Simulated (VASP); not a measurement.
# BiN (P4/nmm) in VASP: density of states with PBEsol

Aim: the density of states of BiN with PBEsol.

Everything below comes from runs of VASP 6.6.1. Logs are shortened: lines on timing, memory, paths and dates and some standing lists are left out, and cuts for length are marked.

### 1 The cell of the first run

The structure is tetragonal, space group P4/nmm (No. 129). The conventional cell has a = 4.010 Å, b = 4.010 Å, c = 4.864 Å, α = 90.00°, β = 90.00°, γ = 90.00°. Bi (site symmetry 4mm) has 4 N at 2.29 Å within 3.0 Å. N (site symmetry -4m2) has 4 Bi at 2.29 Å and 4 N at 2.84 Å within 3.0 Å.

### 2 Density of states, PBEsol

Input file POSCAR:

```
BiN
1.0
    4.0099453268      0.0000000000      0.0000000000
    0.0000000000      4.0099453268      0.0000000000
    0.0000000000      0.0000000000      4.8639239388
Bi N
2 2
Direct
    0.5000000000      0.0000000000      0.2254688995
    0.0000000000      0.5000000000      0.7745311005
    0.0000000000      0.0000000000      0.0000000000
    0.5000000000      0.5000000000      0.0000000000
```

Input file INCAR.step1:

```
  PREC = Accurate
  ENCUT = 520
  EDIFF = 1E-7
  ISMEAR = 0
  SIGMA = 0.05
  LREAL = False
  LASPH = True
  NELM = 100
  ALGO = Normal
  ISIF = 2
  LWAVE = False
  LCHARG = True
  GGA = PS
  NBANDS = 28
```

Input file KPOINTS.step1:

```
regular mesh
0
Gamma
  8 8 6
```

Input file INCAR.step2:

```
  PREC = Accurate
  ENCUT = 520
  EDIFF = 1E-7
  ISMEAR = -5
  SIGMA = 0.05
  LREAL = False
  LASPH = True
  NELM = 100
  ALGO = Normal
  ISIF = 2
  LWAVE = False
  LCHARG = False
  GGA = PS
  LORBIT = 10
  NEDOS = 2001
  ICHARG = 11
```

Input file KPOINTS.step2:

```
regular mesh
0
Gamma
  12 12 9
```

Potentials or basis: VASP PAW PBE potentials, release 64 (Bi_d, N).

Launch:

```
$ cat potpaw_PBE.64/Bi_d/POTCAR potpaw_PBE.64/N/POTCAR > POTCAR
$ cp INCAR.step1 INCAR
$ cp KPOINTS.step1 KPOINTS
$ mpirun -np 1 vasp_std > vasp.out
$ cp INCAR.step2 INCAR
$ cp KPOINTS.step2 KPOINTS
$ mpirun -np 1 vasp_std > vasp.out
```

OUTCAR:

```text
PREC = Accurate
   ENCUT = 520
   EDIFF = 1E-7
   ISMEAR = -5
   LREAL = False
   LASPH = True
   NELM = 100
   ISIF = 2
   GGA = PS
   LORBIT = 10
   ICHARG = 11

 ion  position               nearest neighbor table
   1  0.500  0.000  0.225-   3 2.29   4 2.29   4 2.29   3 2.29   2 3.58   2 3.58   2 3.58   2 3.58
                             2 3.90   2 3.90   2 3.90   2 3.90
   2  0.000  0.500  0.775-   3 2.29   4 2.29   3 2.29   4 2.29   1 3.58   1 3.58   1 3.58   1 3.58
                             1 3.90   1 3.90   1 3.90   1 3.90
   3  0.000  0.000  0.000-   1 2.29   2 2.29   2 2.29   1 2.29
   4  0.500  0.500  0.000-   1 2.29   2 2.29   1 2.29   2 2.29

  LATTYP: Found a simple tetragonal cell.
 ALAT       =     4.0099453268
 C/A-ratio  =     1.2129651510

  Lattice vectors:

 A1 = (   4.0099453268,   0.0000000000,   0.0000000000)
 A2 = (   0.0000000000,   4.0099453268,   0.0000000000)
 A3 = (   0.0000000000,   0.0000000000,   4.8639239388)

Analysis of symmetry for initial positions (statically):
=====================================================================
 Subroutine PRICEL returns:
 Original cell was already a primitive cell.

 Routine SETGRP: Setting up the symmetry group for a
 simple tetragonal supercell.

 Subroutine GETGRP returns: Found 16 space group operations
 (whereof  8 operations were pure point group operations)
 out of a pool of 16 trial point group operations.

The static configuration has the point symmetry D_2d.
 The point group associated with its full space group is D_4h.

Analysis of symmetry for dynamics (positions and initial velocities):
=====================================================================
 Subroutine PRICEL returns:
 Original cell was already a primitive cell.

 Routine SETGRP: Setting up the symmetry group for a
 simple tetragonal supercell.

 Subroutine GETGRP returns: Found 16 space group operations
 (whereof  8 operations were pure point group operations)
 out of a pool of 16 trial point group operations.

The dynamic configuration has the point symmetry D_2d.
 The point group associated with its full space group is D_4h.

 Subroutine INISYM returns: Found 16 space group operations
 (whereof  8 operations are pure point group operations),
 and found     1 'primitive' translations

----------------------------------------------------------------------------------------

                                     Primitive cell

  volume of cell :      78.2103

  direct lattice vectors                    reciprocal lattice vectors
     4.009945327  0.000000000  0.000000000     0.249379959  0.000000000  0.000000000
     0.000000000  4.009945327  0.000000000     0.000000000  0.249379959  0.000000000
     0.000000000  0.000000000  4.863923939     0.000000000  0.000000000  0.205595320

  length of vectors
     4.009945327  4.009945327  4.863923939     0.249379959  0.249379959  0.205595320

  position of ions in fractional coordinates (direct lattice)
     0.500000000  0.000000000  0.225468900
     0.000000000  0.500000000  0.774531100
     0.000000000  0.000000000  0.000000000
     0.500000000  0.500000000  0.000000000

  ion indices of the primitive-cell ions
   primitive index   ion index
                 1           1
                 2           2
                 3           3
                 4           4

----------------------------------------------------------------------------------------

 KPOINTS: regular mesh

Automatic generation of k-mesh.
 Grid dimensions read from file:
 generate k-points for:   12   12    9

 Generating k-lattice:

  Cartesian coordinates                     Fractional coordinates (reciprocal lattice)
     0.020781663  0.000000000  0.000000000     0.083333333  0.000000000  0.000000000
     0.000000000  0.020781663  0.000000000     0.000000000  0.083333333  0.000000000
     0.000000000  0.000000000  0.022843924     0.000000000  0.000000000  0.111111111

  Length of vectors
     0.020781663  0.020781663  0.022843924

  Shift w.r.t. Gamma in fractional coordinates (k-lattice)
     0.000000000  0.000000000  0.000000000

 TETIRR: Found   1950 inequivalent tetrahedra from     7776

 Subroutine IBZKPT returns following result:
 ===========================================

 Found    140 irreducible k-points:

 Following reciprocal coordinates:
            Coordinates               Weight
  0.000000  0.000000  0.000000      1.000000
  0.083333  0.000000  0.000000      4.000000
  0.166667  0.000000  0.000000      4.000000
  0.250000  0.000000  0.000000      4.000000
  0.333333  0.000000  0.000000      4.000000
  0.416667  0.000000  0.000000      4.000000
[... 16 lines left out ...]
  0.333333  0.333333  0.000000      4.000000
  0.416667  0.333333  0.000000      8.000000
 [... further k-points ...]
   k-points           NKPTS =    140   k-points in BZ     NKDIM =    140   number of bands    NBANDS=     24
   number of dos      NEDOS =   2001   number of ions     NIONS =      4
   total plane-waves  NPLWV =  32400
   dimension x,y,z NGX =    30 NGY =   30 NGZ =   36
   dimension x,y,z NGXF=    60 NGYF=   60 NGZF=   72
   ions per type =               2   2
   NGX,Y,Z   is equivalent  to a cutoff of  12.44, 12.44, 12.30 a.u.
   NGXF,Y,Z  is equivalent  to a cutoff of  24.88, 24.88, 24.61 a.u.
 SYSTEM =  unknown system
   PREC   = accura    normal or accurate (medium, high low for compatibility)
   ISTART =      0    job   : 0-new  1-cont  2-samecut
   ICHARG =     11    charge: 1-file 2-atom 10-const
   ISPIN  =      1    spin polarized calculation?
   LNONCOLLINEAR =      F non collinear calculations
   LSORBIT =      F    spin-orbit coupling
   LASPH  =      T    aspherical Exc in radial PAW
   ENCUT  =  520.0 eV  38.22 Ry    6.18 a.u.   7.46  7.46  9.04*2*pi/ulx,y,z
   NELM   =    100;   NELMIN=  2; NELMDL=  0     # of ELM steps
   EDIFF  = 0.1E-06   stopping-criterion for ELM
   LREAL  =      F    real-space projection
   EDIFFG = 0.1E-05   stopping-criterion for IOM
   NSW    =      0    number of steps for IOM
   IBRION =     -1    ionic relax: 0-MD 1-quasi-New 2-CG
   NFREE  =      0    steps in history (QN), initial steepest desc. (CG)
   ISIF   =      2    stress and relaxation
   ISYM   =      2    0-nonsym 1-usesym 2-fastsym
   POTIM  = 0.5000    time-step for ionic-motion
   TEBEG  =    0.0;   TEEND  =   0.0 temperature during run
   PSTRESS=    0.0 pullay stress
   NELECT =      40.0000    total number of electrons
   NUPDOWN=      -1.0000    fix difference up-down
   EMIN   =  10.00;   EMAX   =-10.00  energy-range for DOS
   EFERMI =   0.00;   METHOD = LEGACY
   ISMEAR =    -5;   SIGMA  =   0.05  broadening in eV -4-tet -1-fermi 0-gaus
   EFERMI_NEDOS =   21; number of points for ismear=-14 and -15
   IALGO  =     38    algorithm
   IMIX   =      4    mixing-type and parameters
     AMIX     =   0.40;   BMIX     =  1.00
     AMIX_MAG =   1.60;   BMIX_MAG =  1.00
  volume/ion in A,a.u.               =      19.55       131.95
  Fermi-wavevector in a.u.,A,eV,Ry     =   1.309203  2.474035 23.320550  1.714012
  Thomas-Fermi vector in A             =   2.439818
   LORBIT       =     10    0 simple, 1 ext, 2 COOP (PROOUT), +10 PAW based schemes
   GGA     = PS    functional components
   LHFCALC =     F    Hartree Fock is set to
   AEXX    =    0.0000 exact exchange contribution
   IVDW    =     0    specifies the selected vdW correction
   LEPSILON=     F    determine dielectric tensor
   LRPA    =     F    only Hartree local field effects (RPA)
 non-spin polarized calculation
 Fermi weights with tetrahedron method with Bloechl corrections
  energy-cutoff  :      520.00
  volume of cell :       78.21
 maximum number of plane-waves:      2138
 NGX is ok and might be reduce to    30

 number of electron      40.0000013 magnetization

 Free energy of the ion-electron system (eV)
  ---------------------------------------------------
  ext. energy  EPLUGINS =         0.00000000
  ---------------------------------------------------
  free energy    TOTEN  =       -23.62141282 eV

  energy without entropy =      -23.62141282  energy(sigma->0) =      -23.62141282

 E-fermi :   6.5881     XC(G=0): -10.3982

 val. band max:        6.6658910175   @ k =   0.5000   0.5000   0.0000
 cond. band min:       6.6286448913   @ k =   0.0833   0.0833   0.4444
 fundamental gap:     -0.0372461262
 Fermi energy:         6.5880697298

 k-point     1 :       0.0000    0.0000    0.0000
  band No.  band energies     occupation
      1     -16.0355      2.00000
      2     -15.9181      2.00000
      3     -15.9181      2.00000
      4     -15.8793      2.00000
      5     -15.8455      2.00000
      6     -15.8336      2.00000
[... 16 lines left out ...]
     23      11.2447      0.00000
     24      11.2456      0.00000

 k-point     2 :       0.0833    0.0000    0.0000
  band No.  band energies     occupation
      1     -16.0322      2.00000
      2     -15.9165      2.00000
      3     -15.9148      2.00000
      4     -15.8770      2.00000
      5     -15.8450      2.00000
      6     -15.8354      2.00000
[... 16 lines left out ...]
     23      11.1094      0.00000
     24      11.2940      0.00000

 k-point     3 :       0.1667    0.0000    0.0000
  band No.  band energies     occupation
      1     -16.0232      2.00000
      2     -15.9120      2.00000
      3     -15.9051      2.00000
      4     -15.8701      2.00000
      5     -15.8488      2.00000
      6     -15.8402      2.00000
[... 16 lines left out ...]
     23      10.9458      0.00000
     24      11.4359      0.00000

 k-point     4 :       0.2500    0.0000    0.0000
  band No.  band energies     occupation
      1     -16.0100      2.00000
      2     -15.9050      2.00000
      3     -15.8901      2.00000
      4     -15.8664      2.00000
      5     -15.8588      2.00000
      6     -15.8474      2.00000
[... 16 lines left out ...]
     23      11.2027      0.00000
     24      11.6516      0.00000

 k-point     5 :       0.3333    0.0000    0.0000
  band No.  band energies     occupation
      1     -15.9936      2.00000
      2     -15.8961      2.00000
      3     -15.8931      2.00000
      4     -15.8733      2.00000
      5     -15.8560      2.00000
      6     -15.8435      2.00000
[... 16 lines left out ...]
     23      11.8634      0.00000
     24      11.9111      0.00000

 k-point     6 :       0.4167    0.0000    0.0000
  band No.  band energies     occupation
      1     -15.9736      2.00000
      2     -15.9221      2.00000
      3     -15.8861      2.00000
      4     -15.8656      2.00000
      5     -15.8575      2.00000
      6     -15.8316      2.00000
[... 16 lines left out ...]
     23      12.0353      0.00000
     24      12.0414      0.00000
[... 379 lines left out ...]
 k-point    21 :       0.4167    0.2500    0.0000
  band No.  band energies     occupation
      1     -15.9997      2.00000
      2     -15.9688      2.00000
      3     -15.8528      2.00000
      4     -15.8468      2.00000
      5     -15.8374      2.00000
      6     -15.8324      2.00000
[... 16 lines left out ...]
     23      10.7836      0.00000
     24      11.2432      0.00000

 k-point    22 :       0.5000    0.2500    0.0000
  band No.  band energies     occupation
      1     -15.9872      2.00000
      2     -15.9872      2.00000
      3     -15.8424      2.00000
      4     -15.8424      2.00000
      5     -15.8410      2.00000
      6     -15.8410      2.00000
[... 16 lines left out ...]
     23      11.0733      0.00000
     24      11.0733      0.00000

 k-point    23 :       0.3333    0.3333    0.0000
  band No.  band energies     occupation
      1     -16.0106      2.00000
      2     -15.9690      2.00000
      3     -15.8495      2.00000
      4     -15.8489      2.00000
      5     -15.8376      2.00000
      6     -15.8198      2.00000
[... 16 lines left out ...]
     23      10.4827      0.00000
     24      11.1051      0.00000

 k-point    24 :       0.4167    0.3333    0.0000
  band No.  band energies     occupation
      1     -16.0098      2.00000
      2     -15.9887      2.00000
      3     -15.8482      2.00000
      4     -15.8428      2.00000
      5     -15.8341      2.00000
      6     -15.8189      2.00000
[... 16 lines left out ...]
     23      10.6159      0.00000
     24      10.9182      0.00000

 [... further k-points ...]

------------------------ aborting loop because EDIFF is reached ----------------------------------------

  FORCE on cell =-STRESS in cart. coord.  units (eV):
  Direction    XX          YY          ZZ          XY          YZ          ZX
  --------------------------------------------------------------------------------------
  -------------------------------------------------------------------------------------
  Total        0.0571257      0.0571257      0.0081313      0.0000000     -0.0000000      0.0000000
  in kB        1.1702497      1.1702497      0.1665746      0.0000000     -0.0000000      0.0000000
  external PRESSURE =       0.8356914 kB  Pullay stress =       0.0000000 kB

 VOLUME and BASIS-vectors are now :
 -----------------------------------------------------------------------------
  energy-cutoff  :      520.00
  volume of cell :       78.21
      direct lattice vectors                 reciprocal lattice vectors
     4.009945327  0.000000000  0.000000000     0.249379959  0.000000000  0.000000000
     0.000000000  4.009945327  0.000000000     0.000000000  0.249379959  0.000000000
     0.000000000  0.000000000  4.863923939     0.000000000  0.000000000  0.205595320

 POSITION                                       TOTAL-FORCE (eV/Angst)
 -----------------------------------------------------------------------------------
      2.00497      0.00000      1.09666         0.000000      0.000000      0.036963
      0.00000      2.00497      3.76726        -0.000000      0.000000     -0.036963
      0.00000      0.00000      0.00000         0.000000      0.000000      0.000000
      2.00497      2.00497      0.00000        -0.000000      0.000000      0.000000
 -----------------------------------------------------------------------------------
    total drift:                                0.000000      0.000000     -0.000000

  FREE ENERGIE OF THE ION-ELECTRON SYSTEM (eV)
  ---------------------------------------------------
  free  energy   TOTEN  =       -23.6214128200 eV

  energy  without entropy=      -23.6214128200  energy(sigma->0) =      -23.62141282

 total charge

# of ion       s       p       d       tot
------------------------------------------
    1        1.502   1.224  10.018  12.744
    2        1.502   1.224  10.018  12.744
    3        1.278   2.347   0.000   3.625
    4        1.278   2.347   0.000   3.625
--------------------------------------------------
tot          5.561   7.142  20.036  32.740
```

Wall time 2.1 min (1 thread of AMD EPYC 9R45 (Zen 5), shared host); peak memory 0.3 GiB.

Results:

| Property | Result |
| --- | --- |
| Valence electrons inside the program's atomic spheres | Bi 12.74; N 3.62 |

Caveat: the PAW data sets were made with another functional, which shifts forces and pressure a little; spin-orbit coupling is left out, which moves the levels of the heavy elements; tetrahedron occupations give inexact forces and stress in metals.
